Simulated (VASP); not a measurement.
YSb: single point with LDA

The system is YSb.

```
Y Sb
1.0
     0.00000    3.19491    3.19491
     3.19491    0.00000    3.19491
     3.19491    3.19491    0.00000
Y Sb
1 1
Direct
  0.50000 0.50000 0.50000
  0.00000 0.00000 0.00000
```

| Property | Result |
| --- | --- |
| Program | VASP 6.6.1 |
| Task | single point |
| Functional | LDA |
| Potentials or basis | VASP PAW LDA potentials, release 64 (Y_sv, Sb) |
| Cutoff | 500 eV |
| k mesh | 7 × 7 × 7 |
| Occupations | gaussian, width 0.05 eV |
| Spin | no spin polarisation |
| Dipole correction | no |
| Further INCAR settings | ALGO = Normal; EDIFF = 1e-06; NBANDS = 15 |

```json
{
 "Pressure": "-7.9 GPa",
 "Band gap on the k mesh": "zero (bands 8 and 9 overlap by 0.83 eV)"
}
```

Levels at points of the mesh, in eV from the Fermi level:
```
           k point  band 6  band 7  band 8  band 9  band 10  band 11
(0.00, 0.00, 0.00)    0.72    0.72    0.72    1.16     1.16     1.16
```

Run time: 60 s on 1 thread of Intel Xeon 8259CL, on a shared host, peak memory 0.19 GiB.

Caveat: the cell stands under tension; spin-orbit coupling is left out, which moves the levels of the heavy elements.
